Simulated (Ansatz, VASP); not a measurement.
## ZnCu in VASP and in Ansatz

File INCAR:

```
  PREC = Accurate
  ENCUT = 520
  EDIFF = 1E-7
  ISMEAR = 0
  SIGMA = 0.1
  LREAL = F
  LASPH = T
  NELM = 60
  ALGO = Normal
  ISIF = 2
  LWAVE = F
  LCHARG = F
  GGA = PS
  NBANDS = 18
```

KPOINTS

```
Automatic mesh
0
Gamma
  14 14 14
```

The input POSCAR:

```
ZnCu
1.0
    3.0017463898      0.0000000000      0.0000000000
    0.0000000000      3.0017463898      0.0000000000
    0.0000000000      0.0000000000      3.0017463898
Zn Cu
1 1
Direct
    0.5000000000      0.5000000000      0.5000000000
    0.0000000000      0.0000000000      0.0000000000
```

Input for Ansatz:

```yaml
crystal:
  lattice:
    - [3.0017463898, 0.0, 0.0]
    - [0.0, 3.0017463898, 0.0]
    - [0.0, 0.0, 3.0017463898]
  atoms:
    - { symbol: Zn, position: [0.5, 0.5, 0.5] }
    - { symbol: Cu, position: [0.0, 0.0, 0.0] }
basis:
  ecutwfc: 420
kpoints:
  mp_grid: { grid: [14, 14, 14] }
hamiltonian:
  xc: pbesol
scf:
  occupations: { method: gaussian, width: 0.1 }
output:
  forces: true
  stress: true
  eigenvalues: true
  write_density: true
  write_potential: true
  elf: true
  volumetric_format: npy
```

Alike in both runs: task single point; functional PBEsol; k mesh 14 × 14 × 14; occupations gaussian, width 0.1 eV; no spin polarisation.

```csv
,VASP,Ansatz
version,VASP 6.6.1,Ansatz 0.2.0
potentials or method,"VASP PAW PBE potentials, release 64 (Zn, Cu), cutoff 520 eV","scalar-relativistic, plane waves, PAW"
valence electrons in the cell,23,31
```

Ansatz gave:

```
gap on the k mesh at the Fermi level (eV) : none
pressure (GPa)                            : -10.3
```

Q: Estimate VASP's values.

A: gap on the k mesh at the Fermi level (eV): none; pressure (GPa): -9.8.

VASP's potentials were made for PBE, not for PBEsol. A gap of «none» marks a metal or a gap that the smearing closes. With one functional, cell and mesh, what is left measures potentials, basis and numerics. VASP's potentials hold 23 valence electrons a cell and Ansatz's 31, so a difference there can come from the potentials and not from the codes.
